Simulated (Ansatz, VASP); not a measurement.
# PtS2 in VASP and in Ansatz

```
Pt S
1.0
     3.99302    0.00000    0.00000
    -1.99651    3.45806    0.00000
     0.00000    0.00000    6.04623
Pt S
1 2
Direct
  0.00000 0.00000 0.00000
  0.33333 0.66667 0.16547
  0.66667 0.33333 0.83453
```

Alike in both runs: functional PBE; k mesh 12 × 12 × 6; occupations gaussian, width 0.05 eV; no spin polarisation.

Ansatz relaxed the structure, and its values are those at the end. VASP's run is a single point on that final structure, the one shown.

```csv
,VASP,Ansatz
version,VASP 6.6.1,Ansatz 0.2.0
potentials or method,"VASP PAW PBE potentials, release 64 (Pt, S), cutoff 520 eV","scalar-relativistic, plane waves, PAW"
valence electrons in the cell,22,30
```

Ansatz gave:

```
gap on the k mesh at the Fermi level (eV) : 0.63
least direct gap on the mesh (eV)         : 0.72
pressure (GPa)                            : -9.2
rms of the force components (eV/Å)        : 0.001
```

What did VASP give for the same quantities?

gap on the k mesh at the Fermi level (eV): 0.63; least direct gap on the mesh (eV): 0.72; pressure (GPa): -9.4; rms of the force components (eV/Å): 0.008.

VASP's potentials hold 22 valence electrons a cell and Ansatz's 30, so a difference there can come from the potentials and not from the codes. Ansatz's warnings: stress scf threshold loose.

Spin-orbit coupling is off throughout.
